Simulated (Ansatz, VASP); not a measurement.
**One calculation of WSe2, two programs**

```
CELL_PARAMETERS angstrom
3.12279 0.00000 0.00000
-1.56140 2.85547 0.00000
0.00000 0.00000 7.18427
ATOMIC_POSITIONS crystal
W 0.00222 0.00444 0.00000
Se 0.33222 0.66445 0.23627
Se 0.33222 0.66445 0.76373
```

Change from the starting cell: uniaxial_x strain -5.3%.

Alike in both runs: task single point; functional r2SCAN; k mesh 12 × 12 × 4; no spin polarisation.

|  | VASP | Ansatz |
| --- | --- | --- |
| version | VASP 6.6.1 | Ansatz 0.2.0 |
| potentials or method | VASP PAW PBE potentials, release 64 (W_sv, Se) | plane waves, PAW |
| plane-wave cutoff (eV) | 520 | 500 |
| occupations | gaussian, width 0.01 eV | fixed |
| valence electrons in the cell | 26 | 46 |

```tsv
	VASP	Ansatz	Ansatz less VASP
gap on the k mesh at the Fermi level (eV)	1.32	1.33	+0.002
pressure (GPa)	6.4	6.1	-0.37
traceless stress, the component that is largest in VASP (GPa)	7.52	7.54	+0.016
rms of the force components (eV/Å)	0.012	0.012	-0.0002
```

VASP's potentials were made for PBE, not for r2SCAN. Atom by atom the forces differ by 0.024 eV/Å (rms over components). VASP's potentials hold 26 valence electrons a cell and Ansatz's 46, so a difference there can come from the potentials and not from the codes.

Spin-orbit coupling is off throughout.
